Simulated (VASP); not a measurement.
Wanted: the native input for a VASP 6.6.1 run.

- Task: single point
- Functional: LDA
- Potentials or basis: VASP PAW LDA potentials, release 64 (Mg, S)
- Cutoff: 600 eV
- k mesh: 8 × 8 × 8
- Occupations: gaussian, width 0.05 eV
- Spin: no spin polarisation
- Dipole correction: no
- Further INCAR settings: ALGO = Normal; EDIFF = 1e-06; NBANDS = 11

The structure of MgS lies in POSCAR:

```
MgS
1.0
    0.0000000000      2.5817075126      2.5817075126
    2.5817075126      0.0000000000      2.5817075126
    2.5817075126      2.5817075126      0.0000000000
Mg S
1 1
Direct
    0.0000000000      0.0000000000      0.0000000000
    0.5000000000      0.5000000000      0.5000000000
```

This cell differs from its parent crystal: volume scaled by 1.02.

One way to write it, as run:

INCAR

```
ALGO = Normal
EDIFF = 1E-6
ENCUT = 600
GGA = CA
GGA_COMPAT = F
ISIF = 2
ISMEAR = 0
LASPH = T
LCHARG = F
LREAL = F
LWAVE = F
NBANDS = 11
NELM = 120
PREC = Accurate
SIGMA = 0.05
```

KPOINTS

```
k-points
0
Gamma
  8 8 8
```

Potentials or basis: VASP PAW LDA potentials, release 64 (Mg, S).

Run with:

```sh
$ cat potpaw_LDA.64/Mg/POTCAR potpaw_LDA.64/S/POTCAR > POTCAR
$ mpirun -np 1 vasp_std > vasp.out
```

It gave:

```
Pressure               : -2.2 GPa
Band gap on the k mesh : 2.61 eV, indirect (least direct gap 3.68 eV)
```

It took 24 s on 1 thread of Intel Xeon 8259CL, with other jobs on the host, peak memory 0.15 GiB.
